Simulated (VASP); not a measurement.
Wanted: the native input for a VASP 6.6.1 run.

| Quantity | Value |
| --- | --- |
| Task | single point |
| Functional | PBE |
| Potentials or basis | VASP PAW PBE potentials, release 64 (Rb_sv, Br) |
| Cutoff | 520 eV |
| k mesh | 6 × 6 × 6 |
| Occupations | fermi-dirac, width 0.02 eV |
| Spin | no spin polarisation |
| Dipole correction | no |
| Further INCAR settings | ALGO = Normal; EDIFF = 1e-06; NBANDS = 15 |

The structure of RbBr lies in POSCAR:

```
RbBr
1.0
    0.0805925043      3.4874294724      3.4874294724
    3.4874294724      0.0805925043      3.4874294724
    3.4874294724      3.4874294724      0.0805925043
Rb Br
1 1
Direct
    0.0000000000      0.0000000000      0.0000000000
    0.5000000000      0.5000000000      0.5000000000
```

This cell differs from its parent crystal: epitaxial 111 strain -1.6%.

One way to write it, as run:

INCAR

```
SYSTEM = RbBr
PREC     = Accurate       ! precision mode
ENCUT    = 520            ! plane-wave cutoff, eV
EDIFF    = 1E-6           ! SCF threshold, eV
ISMEAR   = -1             ! smearing method
SIGMA    = 0.02           ! smearing width, eV
LREAL    = .FALSE.        ! projectors in reciprocal space
LASPH    = .TRUE.         ! aspherical terms in the spheres
NELM     = 60             ! most SCF steps
ALGO     = Normal         ! electronic algorithm
ISIF     = 2              ! what is computed and relaxed
LWAVE    = .FALSE.        ! write WAVECAR
LCHARG   = .TRUE.         ! write CHGCAR
GGA      = PE             ! functional
LELF     = .TRUE.         ! ELF
LVHAR    = .TRUE.       
NBANDS   = 15             ! bands
```

KPOINTS

```
Automatic mesh
0
G
  6 6 6
  0 0 0
```

Potentials or basis: VASP PAW PBE potentials, release 64 (Rb_sv, Br).

The run is started by

```sh
$ cat potpaw_PBE.64/Rb_sv/POTCAR potpaw_PBE.64/Br/POTCAR > POTCAR
$ mpirun -np 1 vasp_std > vasp.out
```

Results of the run:

The pressure is 0.7 GPa and the band gap on the k mesh is 4.29 eV.

Caveat: the cell differs from its parent crystal (epitaxial 111 strain -1.6%).

It took 42 s on 1 thread of Oxide Virtual Turin-like Processor (shared host), peak memory 0.21 GiB.
